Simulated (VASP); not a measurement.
A run of VASP 6.6.1 is set up as follows.

INCAR

```
PREC     = Accurate       # precision mode
ENCUT    = 600            # plane-wave cutoff, eV
EDIFF    = 1E-6           # SCF threshold, eV
ISMEAR   = 0              # smearing method
SIGMA    = 0.1            # smearing width, eV
LREAL    = False          # projectors in reciprocal space
LASPH    = True           # aspherical terms in the spheres
NELM     = 60             # most SCF steps
ALGO     = Normal         # electronic algorithm
ISIF     = 3              # what is computed and relaxed
LWAVE    = False          # write WAVECAR
LCHARG   = False          # write CHGCAR
GGA      = PE             # functional
IBRION   = 2              # ionic algorithm
NSW      = 90             # ionic steps
EDIFFG   = -0.04          # ionic threshold
```

KPOINTS

```
regular mesh
0
Gamma
  4 6 4
```

Contents of POSCAR:

```
ScTa
1.0
    4.7457689447      0.0000000000      0.0000000000
    0.0000000000      3.1405823899      0.0000000000
    0.0000000000      0.0000000000      4.8454699730
Sc Ta
2 2
Direct
    0.7500000000      0.0000000000      0.6870000000
    0.2500000000      0.0000000000      0.3130000000
    0.7500000000      0.5000000000      0.1880000000
    0.2500000000      0.5000000000      0.8120000000
```

Potentials or basis: VASP PAW PBE potentials, release 64 (Sc_sv, Ta_pv).

The run is started by

```bash
$ cat potpaw_PBE.64/Sc_sv/POTCAR potpaw_PBE.64/Ta_pv/POTCAR > POTCAR
$ mpirun -np 1 vasp_std > vasp.out
```

Question: Predict the relaxed volume.

Answer: 20.57 Å³/atom.

Question: Estimate the relaxed cell.

Answer: a = 4.920 Å, b = 2.989 Å, c = 5.595 Å, α = 90.00°, β = 90.00°, γ = 90.00°.

Final structure:
```cif
data_structure
_symmetry_space_group_name_H-M 'P 1'
_symmetry_Int_Tables_number 1
_cell_length_a 4.9198
_cell_length_b 2.9888
_cell_length_c 5.5947
_cell_angle_alpha 90.000
_cell_angle_beta 90.000
_cell_angle_gamma 90.000
_cell_volume 82.27
loop_
_atom_site_label
_atom_site_type_symbol
_atom_site_fract_x
_atom_site_fract_y
_atom_site_fract_z
_atom_site_occupancy
Sc1 Sc 0.75000 0.00000 0.65188 1
Sc2 Sc 0.25000 0.00000 0.34812 1
Ta1 Ta 0.75000 0.50000 0.12685 1
Ta2 Ta 0.25000 0.50000 0.87315 1
```

Caveat: a cell axis changed by over 15 % at a fixed basis, so the end point is rough.
